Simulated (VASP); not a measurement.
The system is TaN.

```xyz
2
Lattice="2.9399 0.0000 0.0000 -1.4700 2.5461 0.0000 0.0000 0.0000 2.8902" Properties=species:S:1:pos:R:3 pbc="T T T"
Ta    0.0000    0.0000    1.4451
N     1.4700    0.8487    0.0000
```

* Program: VASP 6.6.1
* Task: relaxation of cell and atoms
* Functional: LDA
* Potentials or basis: VASP PAW LDA potentials, release 64 (Ta_pv, N)
* Cutoff: 600 eV
* k mesh: 9 × 9 × 8
* Occupations: gaussian, width 0.1 eV
* Spin: no spin polarisation

At the start: pressure -11.2 GPa; volume 10.82 Å³/atom.

**Question.** Where does the relaxation end?

**Answer.** Over 3 steps the energy falls by 12.0 meV/atom and the volume is 10.50 Å³/atom (-3.0 %); space group P-6m2 (No. 187, to 0.1 Å) before and after.

Step by step:
```tsv
step	energy change (eV)	largest force (eV/Å)	pressure (GPa)	volume (Å³)
1	0.0000	0.0000	-11.18	21.63
2	0.1497	0.0000	36.62	19.36
3	-0.0240	0.0000	-0.42	20.99
```

Final structure:
```yaml
crystal:
  lattice:
    - [2.91255, 0.00000, 0.00000]
    - [-1.45627, 2.52234, 0.00000]
    - [0.00000, 0.00000, 2.85722]
  atoms:
    - { symbol: Ta, position: [0.00000, 0.00000, 0.50000] }
    - { symbol: N, position: [0.66667, 0.33333, 0.00000] }
```
